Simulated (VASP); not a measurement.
# Pt (P6_3/mmc) in VASP: a series of runs

The runs below take Pt through single point, with PBEsol.

Everything below comes from runs of VASP 6.6.1. Logs are shortened: lines on timing, memory, paths and dates and some standing lists are left out, and cuts for length are marked.

### Step 1. The cell of the first run

It takes space group P6_3/mmc (No. 194, hexagonal). Conventional cell: a = 2.761 Å, b = 2.761 Å, c = 4.840 Å, α = 90.00°, β = 90.00°, γ = 120.00°. Pt (site symmetry -6m2) has 12 Pt at 2.76 to 2.90 Å within 3.6 Å.

### Step 2. Single point, PBEsol

File INCAR:

```
PREC = Accurate ; ENCUT = 520
EDIFF = 1E-6 ; ISMEAR = -1
SIGMA = 0.05 ; LREAL = F
LASPH = T ; NELM = 80
ALGO = Normal ; ISIF = 2
LWAVE = F ; LCHARG = T
GGA = PS ; LELF = T
LVHAR = T ; NBANDS = 17
```

File KPOINTS:

```
Automatic mesh
0
Gamma
  9 9 5
```

File POSCAR:

```
Pt
1.0
    2.7606656158      0.0000000000      0.0000000000
   -1.3803328079      2.3908065546      0.0000000000
    0.0000000000      0.0000000000      4.8400553400
Pt
2
Direct
    0.3333333333      0.6666666667      0.2500000000
    0.6666666667      0.3333333333      0.7500000000
```

Potentials or basis: VASP PAW PBE potentials, release 64 (Pt).

Command:

```console
cat potpaw_PBE.64/Pt/POTCAR > POTCAR
mpirun -np 1 vasp_std > vasp.out
```

OUTCAR:

```text
PREC = Accurate
   ENCUT = 520
   EDIFF = 1E-6
   ISMEAR = -1
   LREAL = F
   LASPH = T
   NELM = 80
   ISIF = 2
   GGA = PS

 ion  position               nearest neighbor table
   1  0.333  0.667  0.250-   2 2.90   2 2.90   2 2.90   2 2.90   2 2.90   2 2.90
   2  0.667  0.333  0.750-   1 2.90   1 2.90   1 2.90   1 2.90   1 2.90   1 2.90

  LATTYP: Found a hexagonal cell.
 ALAT       =     2.7606656158
 C/A-ratio  =     1.7532204235

  Lattice vectors:

 A1 = (   2.7606656158,   0.0000000000,   0.0000000000)
 A2 = (  -1.3803328079,   2.3908065546,   0.0000000000)
 A3 = (   0.0000000000,   0.0000000000,   4.8400553400)

Analysis of symmetry for initial positions (statically):
=====================================================================
 Subroutine PRICEL returns:
 Original cell was already a primitive cell.

 Routine SETGRP: Setting up the symmetry group for a
 hexagonal supercell.

 Subroutine GETGRP returns: Found 24 space group operations
 (whereof 12 operations were pure point group operations)
 out of a pool of 24 trial point group operations.

The static configuration has the point symmetry D_3d.
 The point group associated with its full space group is D_6h.

Analysis of symmetry for dynamics (positions and initial velocities):
=====================================================================
 Subroutine PRICEL returns:
 Original cell was already a primitive cell.

 Routine SETGRP: Setting up the symmetry group for a
 hexagonal supercell.

 Subroutine GETGRP returns: Found 24 space group operations
 (whereof 12 operations were pure point group operations)
 out of a pool of 24 trial point group operations.

The dynamic configuration has the point symmetry D_3d.
 The point group associated with its full space group is D_6h.

 Subroutine INISYM returns: Found 24 space group operations
 (whereof 12 operations are pure point group operations),
 and found     1 'primitive' translations

----------------------------------------------------------------------------------------

                                     Primitive cell

  volume of cell :      31.9454

  direct lattice vectors                    reciprocal lattice vectors
     2.760665616  0.000000000  0.000000000     0.362231483  0.209134444  0.000000000
    -1.380332808  2.390806555  0.000000000     0.000000000  0.418268888  0.000000000
     0.000000000  0.000000000  4.840055340     0.000000000  0.000000000  0.206609208

  length of vectors
     2.760665616  2.760665616  4.840055340     0.418268888  0.418268888  0.206609208

  position of ions in fractional coordinates (direct lattice)
     0.333333333  0.666666667  0.250000000
     0.666666667  0.333333333  0.750000000

  ion indices of the primitive-cell ions
   primitive index   ion index
                 1           1
                 2           2

----------------------------------------------------------------------------------------

 KPOINTS: Automatic mesh

Automatic generation of k-mesh.
 Grid dimensions read from file:
 generate k-points for:    9    9    5

 Generating k-lattice:

  Cartesian coordinates                     Fractional coordinates (reciprocal lattice)
     0.040247943  0.023237160  0.000000000     0.111111111 -0.000000000  0.000000000
     0.000000000  0.046474321  0.000000000     0.000000000  0.111111111  0.000000000
     0.000000000  0.000000000  0.041321842     0.000000000  0.000000000  0.200000000

  Length of vectors
     0.046474321  0.046474321  0.041321842

  Shift w.r.t. Gamma in fractional coordinates (k-lattice)
     0.000000000  0.000000000  0.000000000

 Subroutine IBZKPT returns following result:
 ===========================================

 Found     36 irreducible k-points:

 Following reciprocal coordinates:
            Coordinates               Weight
  0.000000  0.000000  0.000000      1.000000
  0.111111  0.000000  0.000000      6.000000
  0.222222  0.000000  0.000000      6.000000
  0.333333  0.000000  0.000000      6.000000
  0.444444  0.000000  0.000000      6.000000
  0.111111  0.111111  0.000000      6.000000
[... 16 lines left out ...]
  0.333333  0.222222  0.200000     24.000000
  0.333333  0.333333  0.200000      4.000000
 [... further k-points ...]
   k-points           NKPTS =     36   k-points in BZ     NKDIM =     36   number of bands    NBANDS=     17
   number of dos      NEDOS =    301   number of ions     NIONS =      2
   total plane-waves  NPLWV =  20736
   dimension x,y,z NGX =    24 NGY =   24 NGZ =   36
   dimension x,y,z NGXF=    48 NGYF=   48 NGZF=   72
   ions per type =               2
   NGX,Y,Z   is equivalent  to a cutoff of  14.45, 14.45, 12.37 a.u.
   NGXF,Y,Z  is equivalent  to a cutoff of  28.91, 28.91, 24.73 a.u.
 SYSTEM =  unknown system
   PREC   = accura    normal or accurate (medium, high low for compatibility)
   ISTART =      0    job   : 0-new  1-cont  2-samecut
   ICHARG =      2    charge: 1-file 2-atom 10-const
   ISPIN  =      1    spin polarized calculation?
   LNONCOLLINEAR =      F non collinear calculations
   LSORBIT =      F    spin-orbit coupling
   LASPH  =      T    aspherical Exc in radial PAW
   ENCUT  =  520.0 eV  38.22 Ry    6.18 a.u.   5.13  5.13  9.00*2*pi/ulx,y,z
   NELM   =     80;   NELMIN=  2; NELMDL= -5     # of ELM steps
   EDIFF  = 0.1E-05   stopping-criterion for ELM
   LREAL  =      F    real-space projection
   EDIFFG = 0.1E-04   stopping-criterion for IOM
   NSW    =      0    number of steps for IOM
   IBRION =     -1    ionic relax: 0-MD 1-quasi-New 2-CG
   NFREE  =      0    steps in history (QN), initial steepest desc. (CG)
   ISIF   =      2    stress and relaxation
   ISYM   =      2    0-nonsym 1-usesym 2-fastsym
   POTIM  = 0.5000    time-step for ionic-motion
   TEBEG  =    0.0;   TEEND  =   0.0 temperature during run
   PSTRESS=    0.0 pullay stress
   NELECT =      20.0000    total number of electrons
   NUPDOWN=      -1.0000    fix difference up-down
   EMIN   =  10.00;   EMAX   =-10.00  energy-range for DOS
   EFERMI =   0.00;   METHOD = LEGACY
   ISMEAR =    -1;   SIGMA  =   0.05  broadening in eV -4-tet -1-fermi 0-gaus
   EFERMI_NEDOS =   21; number of points for ismear=-14 and -15
   IALGO  =     38    algorithm
   IMIX   =      4    mixing-type and parameters
     AMIX     =   0.40;   BMIX     =  1.00
     AMIX_MAG =   1.60;   BMIX_MAG =  1.00
  volume/ion in A,a.u.               =      15.97       107.79
  Fermi-wavevector in a.u.,A,eV,Ry     =   1.400496  2.646554 26.686330  1.961390
  Thomas-Fermi vector in A             =   2.523451
   LORBIT       =      0    0 simple, 1 ext, 2 COOP (PROOUT), +10 PAW based schemes
   GGA     = PS    functional components
   LHFCALC =     F    Hartree Fock is set to
   AEXX    =    0.0000 exact exchange contribution
   IVDW    =     0    specifies the selected vdW correction
   LEPSILON=     F    determine dielectric tensor
   LRPA    =     F    only Hartree local field effects (RPA)
 non-spin polarized calculation
  energy-cutoff  :      520.00
  volume of cell :       31.95
 maximum number of plane-waves:       871
 NGX is ok and might be reduce to    24
   NGX = 11   NGY = 11   NGZ = 17

 number of electron      20.0000002 magnetization

 Free energy of the ion-electron system (eV)
  ---------------------------------------------------
  ext. energy  EPLUGINS =         0.00000000
  ---------------------------------------------------
  free energy    TOTEN  =       -13.77702166 eV

  energy without entropy =      -13.75203308  energy(sigma->0) =      -13.76452737

 E-fermi :  10.0146     XC(G=0): -13.2832

 val. band max:        9.9845030170   @ k =   0.3333   0.0000   0.0000
 cond. band min:      10.0569885192   @ k =   0.3333   0.2222   0.2000
 fundamental gap:      0.0724855022
 Fermi energy:        10.0145822490

 k-point     1 :       0.0000    0.0000    0.0000
  band No.  band energies     occupation
      1       0.3554      2.00000
      2       2.9747      2.00000
      3       6.0473      2.00000
      4       6.6348      2.00000
      5       6.6348      2.00000
      6       6.9783      2.00000
[... 9 lines left out ...]
     16      27.2549      0.00000
     17      31.0441      0.00000

 k-point     2 :       0.1111    0.0000    0.0000
  band No.  band energies     occupation
      1       0.7964      2.00000
      2       3.3767      2.00000
      3       6.0081      2.00000
      4       6.5999      2.00000
      5       6.8097      2.00000
      6       6.9730      2.00000
[... 9 lines left out ...]
     16      27.5711      0.00000
     17      29.2754      0.00000

 k-point     3 :       0.2222    0.0000    0.0000
  band No.  band energies     occupation
      1       1.9662      2.00000
      2       4.1538      2.00000
      3       5.8647      2.00000
      4       6.0426      2.00000
      5       6.2436      2.00000
      6       7.3819      2.00000
[... 9 lines left out ...]
     16      26.5641      0.00000
     17      28.1973      0.00000

 k-point     4 :       0.3333    0.0000    0.0000
  band No.  band energies     occupation
      1       3.2101      2.00000
      2       4.0764      2.00000
      3       5.0160      2.00000
      4       6.1690      2.00000
      5       6.7462      2.00000
      6       7.0359      2.00000
[... 9 lines left out ...]
     16      24.7086      0.00000
     17      25.2136      0.00000
[... 343 lines left out ...]
      1       4.2749      2.00000
      2       4.7501      2.00000
      3       5.2020      2.00000
      4       5.4968      2.00000
      5       6.5058      2.00000
      6       6.5879      2.00000
[... 9 lines left out ...]
     16      24.0469      0.00000
     17      24.6720      0.00000

 k-point    23 :       0.3333    0.2222    0.2000
  band No.  band energies     occupation
      1       4.4294      2.00000
      2       4.9500      2.00000
      3       5.2073      2.00000
      4       5.6461      2.00000
      5       6.3089      2.00000
      6       6.9631      2.00000
[... 9 lines left out ...]
     16      22.6358      0.00000
     17      23.8590      0.00000

 k-point    24 :       0.3333    0.3333    0.2000
  band No.  band energies     occupation
      1       4.9364      2.00000
      2       5.2413      2.00000
      3       5.2413      2.00000
      4       5.8074      2.00000
      5       6.4056      2.00000
      6       6.4056      2.00000
[... 9 lines left out ...]
     16      20.8954      0.00000
     17      24.8074      0.00000

 [... further k-points ...]
[... 5 lines left out ...]
  --------------------------------------------------------------------------------------
  -------------------------------------------------------------------------------------
  Total       -2.5815513     -2.5815513     -2.8398097      0.0000000     -0.0000000      0.0000000
  in kB     -129.4740610   -129.4740610   -142.4266475      0.0000000     -0.0000000      0.0000000
  external PRESSURE =    -133.7915898 kB  Pullay stress =       0.0000000 kB

 VOLUME and BASIS-vectors are now :
 -----------------------------------------------------------------------------
  energy-cutoff  :      520.00
  volume of cell :       31.95
      direct lattice vectors                 reciprocal lattice vectors
     2.760665616  0.000000000  0.000000000     0.362231483  0.209134444  0.000000000
    -1.380332808  2.390806555  0.000000000     0.000000000  0.418268888  0.000000000
     0.000000000  0.000000000  4.840055340     0.000000000  0.000000000  0.206609208

 POSITION                                       TOTAL-FORCE (eV/Angst)
 -----------------------------------------------------------------------------------
     -0.00000      1.59387      1.21001         0.000000     -0.000000      0.000000
      1.38033      0.79694      3.63004        -0.000000      0.000000      0.000000
 -----------------------------------------------------------------------------------
    total drift:                               -0.000000      0.000000     -0.000000

  FREE ENERGIE OF THE ION-ELECTRON SYSTEM (eV)
  ---------------------------------------------------
  free  energy   TOTEN  =       -13.7770216633 eV

  energy  without entropy=      -13.7520330793  energy(sigma->0) =      -13.76452737
```

Wall time 14 s (1 thread of Intel Xeon Platinum 8259CL at 2.50GHz (Skylake/Cascade Lake), shared host); peak memory 0.16 GiB.

What came out:

```yaml
Free_energy: -13.7770 eV
Pressure: -13.4 GPa
Band_gap_on_the_k_mesh: zero (band 10 reaches 10.38 eV, above the bottom of band 11 at 9.34 eV)
```

Stress tensor (GPa, compression positive):
```
-12.95   0.00   0.00
  0.00 -12.95   0.00
  0.00   0.00 -14.24
```

Caveat: the PAW data sets were made with another functional, which shifts forces and pressure a little; spin-orbit coupling is left out, which moves the levels of the heavy elements.

### Step 3. Single point, PBEsol

This run uses another cell than the first one, of 16.13 Å³/atom, 1.010 times its volume.

File INCAR:

```
  ALGO = Normal
  EDIFF = 1E-7
  ENCUT = 520
  GGA = PS
  ISIF = 2
  ISMEAR = -1
  LASPH = True
  LCHARG = False
  LREAL = False
  LWAVE = False
  NBANDS = 17
  NELM = 80
  PREC = Accurate
  SIGMA = 0.05
```

File KPOINTS:

```
k-points
0
Gamma
  9 9 5
```

POSCAR: that of step 2 with these lines changed.

```diff
@@ -4,3 +4,3 @@
    -1.3803328079      2.3908065546      0.0000000000
-    0.0000000000      0.0000000000      4.8400553400
+    0.0000000000      0.0000000000      4.8879766800
 Pt
```

Potentials or basis: VASP PAW PBE potentials, release 64 (Pt).

Command:

```console
cat potpaw_PBE.64/Pt/POTCAR > POTCAR
mpirun -np 1 vasp_std > vasp.out
```

Run time: 14 s. Hardware: 1 thread of Intel Xeon Platinum 8259CL at 2.50GHz (Skylake/Cascade Lake), shared host; peak memory 0.16 GiB.

It converged, with:

| Item | Value |
| --- | --- |
| Free energy | -13.7464 eV |
| Pressure | -15.0 GPa |
| Band gap on the k mesh | zero (band 10 reaches 10.22 eV, above the bottom of band 11 at 9.17 eV) |

Stress tensor (GPa, compression positive):
```
-14.05   0.00   0.00
  0.00 -14.05   0.00
  0.00   0.00 -16.99
```

Levels at points of the mesh, in eV from the Fermi level:
```
           k point  band 7  band 8  band 9  band 10  band 11  band 12  band 13  band 14
(0.00, 0.00, 0.00)   -3.01   -1.62   -1.62    -0.84    -0.20    -0.20     4.24    15.23
```

Caveat: the PAW data sets were made with another functional, which shifts forces and pressure a little; spin-orbit coupling is left out, which moves the levels of the heavy elements.

### Step 4. Single point, PBEsol

This run uses another cell than the first one, of 16.45 Å³/atom, 1.030 times its volume.

File INCAR:

```
SYSTEM = Pt
ALGO = Normal
EDIFF = 1E-6
ENCUT = 520
GGA = PS
ISIF = 2
ISMEAR = -1
LASPH = .TRUE.
LCHARG = .TRUE.
LELF = .TRUE.
LREAL = .FALSE.
LVHAR = .TRUE.
LWAVE = .FALSE.
NBANDS = 17
NELM = 100
PREC = Accurate
SIGMA = 0.05
```

File KPOINTS:

```
k-points
0
G
  9 9 5
  0 0 0
```

POSCAR: that of step 3 with these lines changed.

```diff
@@ -4,3 +4,3 @@
    -1.3803328079      2.3908065546      0.0000000000
-    0.0000000000      0.0000000000      4.8879766800
+    0.0000000000      0.0000000000      4.9838193600
 Pt
```

Command:

```console
cat potpaw_PBE.64/Pt/POTCAR > POTCAR
mpirun -np 1 vasp_std > vasp.out
```

Wall time 14 s (1 thread of Intel Xeon Platinum 8259CL at 2.50GHz (Skylake/Cascade Lake), shared host); peak memory 0.16 GiB.

The run converged. Its results:

| Item | Value |
| --- | --- |
| Free energy | -13.6703 eV |
| Pressure | -17.9 GPa |
| Band gap on the k mesh | zero (band 10 reaches 9.92 eV, above the bottom of band 11 at 8.84 eV) |

Stress tensor (GPa, compression positive):
```
-15.96   0.00   0.00
  0.00 -15.96   0.00
  0.00   0.00 -21.67
```

Levels at points of the mesh, in eV from the Fermi level:
```tsv
k point	band 6	band 7	band 8	band 9	band 10	band 11	band 12	band 13	band 14	band 15
(0.00, 0.00, 0.00)	-2.94	-2.94	-1.44	-1.44	-0.86	-0.17	-0.17	3.90	14.96	15.37
```

Caveat: the PAW data sets were made with another functional, which shifts forces and pressure a little; spin-orbit coupling is left out, which moves the levels of the heavy elements.

### Step 5. Single point, PBEsol

This run uses another cell than the first one, of 13.90 Å³/atom, 0.870 times its volume.

File INCAR:

```
PREC = Accurate
ENCUT = 520
EDIFF = 1E-6
ISMEAR = -1
SIGMA = 0.05
LREAL = F
LASPH = T
NELM = 60
ALGO = Normal
ISIF = 2
LWAVE = F
LCHARG = F
GGA = PS
NBANDS = 17
```

File KPOINTS:

```
regular mesh
0
Gamma
  11 11 6
```

File POSCAR:

```
Pt
1.0
    2.6639399362      0.0000000000      0.0000000000
   -1.3319699681      2.3070396589      0.0000000000
    0.0000000000      0.0000000000      4.5237070256
Pt
2
Direct
    0.3333333333      0.6666666667      0.2500000000
    0.6666666667      0.3333333333      0.7500000000
```

Command:

```console
cat potpaw_PBE.64/Pt/POTCAR > POTCAR
mpirun -np 1 vasp_std > vasp.out
```

Wall time 19 s (1 thread of Intel Xeon Platinum 8259CL at 2.50GHz (Skylake/Cascade Lake), shared host); peak memory 0.16 GiB.

The run converged. Its results:

```
Free energy            : -13.5973 eV
Pressure               : 29.7 GPa
Band gap on the k mesh : zero (band 10 reaches 13.16 eV, above the bottom of band 11 at 11.71 eV)
```

Stress tensor (GPa, compression positive):
```
29.71  0.00  0.00
 0.00 29.71  0.00
 0.00  0.00 29.55
```

Levels at points of the mesh, in eV from the Fermi level:
```csv
k point,band 6,band 7,band 8,band 9,band 10,band 11,band 12,band 13,band 14,band 15
"(0.00, 0.00, 0.00)",-3.70,-3.70,-2.41,-2.41,-1.22,-0.30,-0.30,5.83,14.68,15.87
"(0.00, 0.00, 0.50)",-4.22,-4.22,-4.22,-1.01,-1.01,-1.01,-1.01,13.11,13.11,15.52
```

Caveat: the PAW data sets were made with another functional, which shifts forces and pressure a little; spin-orbit coupling is left out, which moves the levels of the heavy elements.

### Step 6. Summary

```csv
cell,k mesh,gap on the mesh (eV),pressure (GPa)
"a = 2.761, b = 2.761, c = 4.840 Å, angles 90.0, 90.0, 120.0°, 2 atoms",9 × 9 × 5,none,-13.4
"a = 2.761, b = 2.761, c = 4.888 Å, angles 90.0, 90.0, 120.0°, 2 atoms",9 × 9 × 5,none,-15.0
"a = 2.761, b = 2.761, c = 4.984 Å, angles 90.0, 90.0, 120.0°, 2 atoms",9 × 9 × 5,none,-17.9
"a = 2.664, b = 2.664, c = 4.524 Å, angles 90.0, 90.0, 120.0°, 2 atoms",11 × 11 × 6,none,29.7
```

Alike in all rows: task single point; level PBEsol; potentials or basis VASP PAW PBE potentials, release 64 (Pt); no spin polarisation; cutoff (eV) 520; smearing fermi-dirac 0.05 eV.

Caveats: the PAW data sets were made with another functional, which shifts forces and pressure a little; spin-orbit coupling is left out, which moves the levels of the heavy elements.

Absolute energies hang on the potentials; compare differences alone.
